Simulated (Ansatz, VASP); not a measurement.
Ba: VASP beside Ansatz

```xyz
1
Lattice="-2.4750 2.5000 2.5000 2.4750 -2.5000 2.5000 2.4750 2.5000 -2.5000" Properties=species:S:1:pos:R:3 pbc="T T T"
Ba    0.0000    0.0000    0.0000
```

Change from the starting cell: strain -0.0100 x Voigt [1, 0, 0, 0, 0, 0], atoms carried along.

Alike in both runs: task single point; functional PBEsol; k mesh 14 × 14 × 14; occupations gaussian, width 0.15 eV; no spin polarisation.

|  | VASP | Ansatz |
| --- | --- | --- |
| version | VASP 6.6.1 | Ansatz 0.2.0 |
| potentials or method | VASP PAW PBE potentials, release 64 (Ba_sv), cutoff 520 eV | scalar-relativistic, plane waves, PAW |
| valence electrons in the cell | 10 | 10 |

```csv
,VASP,Ansatz,Ansatz less VASP
gap on the k mesh at the Fermi level (eV),none,none,-
pressure (GPa),-0.5,-0.5,-0.07
```

VASP's potentials were made for PBE, not for PBEsol. A gap of «none» marks a metal or a gap that the smearing closes.

Spin-orbit coupling is off throughout.
